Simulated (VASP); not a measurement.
Sb:

```
CELL_PARAMETERS angstrom
2.19645 1.26812 3.83170
-2.19645 1.26812 3.83170
0.00000 -2.53624 3.83170
ATOMIC_POSITIONS crystal
Sb 0.76651 0.76651 0.76651
Sb 0.23349 0.23349 0.23349
```

Base run:

* Program: VASP 6.6.1
* Functional: PBE exchange alone
* Potentials or basis: VASP PAW PBE potentials, release 64 (Sb_d_GW)
* Cutoff: 500 eV
* k mesh: 8 × 8 × 8
* Occupations: fermi-dirac, width 0.05 eV
* Spin: no spin polarisation

Its results: band gap on the k mesh zero (band 15 reaches 6.29 eV, above the bottom of band 16 at 6.11 eV); pressure 8.2 GPa; largest force 0.014 eV/Å.

Question: The run is repeated on the same cell with these changes: functional from PBE exchange alone to LDA; potentials or basis from VASP PAW PBE potentials, release 64 (Sb_d_GW) to VASP PAW LDA potentials, release 64 (Sb_d_GW). What comes out?

Answer: Band gap on the k mesh zero (band 15 reaches 4.55 eV, above the bottom of band 16 at 4.28 eV); pressure -4.0 GPa; largest force 0.250 eV/Å.

Caveats: spin-orbit coupling is left out, which moves the levels of the heavy elements.
